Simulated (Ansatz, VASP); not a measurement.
Al2O3 in VASP and in Ansatz

File POSCAR:

```
Al2O3
1.0
    2.9688049586      0.0000000000      0.0000000000
   -1.4844024793      2.5710605130      0.0000000000
    0.0000000000      0.0000000000      7.8250652405
Al O
2 3
Direct
    0.0000000000      0.0000000000      0.2779510000
    0.0000000000      0.0000000000      0.7220490000
    0.3333333333      0.6666666667      0.1994540000
    0.6666666667      0.3333333333      0.8005460000
    0.0000000000      0.0000000000      0.5000000000
```

File INCAR.step1:

```
SYSTEM = Al2O3
ALGO = Normal ; EDIFF = 1E-4
ENCUT = 520 ; GGA = PE
ISMEAR = 0 ; LASPH = .TRUE.
LCHARG = .FALSE. ; LREAL = .FALSE.
LWAVE = .TRUE. ; NBANDS = 20
NELM = 60 ; PREC = Accurate
SIGMA = 0.05
```

INCAR.step2

```
SYSTEM = Al2O3
ALGO = Normal ; EDIFF = 1E-6
ENCUT = 520 ; ISIF = 2
ISMEAR = 0 ; ISTART = 1
LASPH = .TRUE. ; LCHARG = .FALSE.
LMIXTAU = .TRUE. ; LREAL = .FALSE.
LWAVE = .FALSE. ; METAGGA = R2SCAN
NBANDS = 20 ; NELM = 60
PREC = Accurate ; SIGMA = 0.05
```

Contents of KPOINTS:

```
k-points
0
G
  12 12 4
  0 0 0
```

Input for Ansatz:

```yaml
crystal:
  lattice:
    - [2.9688049586, 0.0, 0.0]
    - [-1.4844024793, 2.571060513, 0.0]
    - [0.0, 0.0, 7.8250652405]
  atoms:
    - { symbol: Al, position: [0.0, 0.0, 0.277951] }
    - { symbol: Al, position: [0.0, 0.0, 0.722049] }
    - { symbol: O, position: [0.3333333333, 0.6666666667, 0.199454] }
    - { symbol: O, position: [0.6666666667, 0.3333333333, 0.800546] }
    - { symbol: O, position: [0.0, 0.0, 0.5] }
basis:
  ecutwfc: 500
kpoints:
  mp_grid: { grid: [12, 12, 4] }
hamiltonian:
  xc: r2scan
scf:
  occupations: { method: gaussian, width: 0.05 }
output:
  forces: true
  stress: true
  eigenvalues: true
```

Alike in both runs: task single point; functional r2SCAN; k mesh 12 × 12 × 4; occupations gaussian, width 0.05 eV; no spin polarisation.

|  | VASP | Ansatz |
| --- | --- | --- |
| version | VASP 6.6.1 | Ansatz 0.2.0 |
| potentials or method | VASP PAW PBE potentials, release 64 (Al, O), cutoff 520 eV | scalar-relativistic, plane waves, PAW |
| valence electrons in the cell | 24 | 24 |

|  | VASP | Ansatz | Ansatz less VASP |
| --- | --- | --- | --- |
| gap on the k mesh at the Fermi level (eV) | 2.40 | 2.39 | -0.006 |
| least direct gap on the mesh (eV) | 2.40 | 2.39 | -0.006 |
| pressure (GPa) | -6.3 | -6.2 | +0.12 |
| traceless stress, the component that is largest in VASP (GPa) | -15.24 | -15.36 | -0.126 |
| rms of the force components (eV/Å) | 0.637 | 0.652 | +0.0150 |

VASP's potentials were made for PBE, not for r2SCAN. Atom by atom the forces differ by 0.021 eV/Å (rms over components).
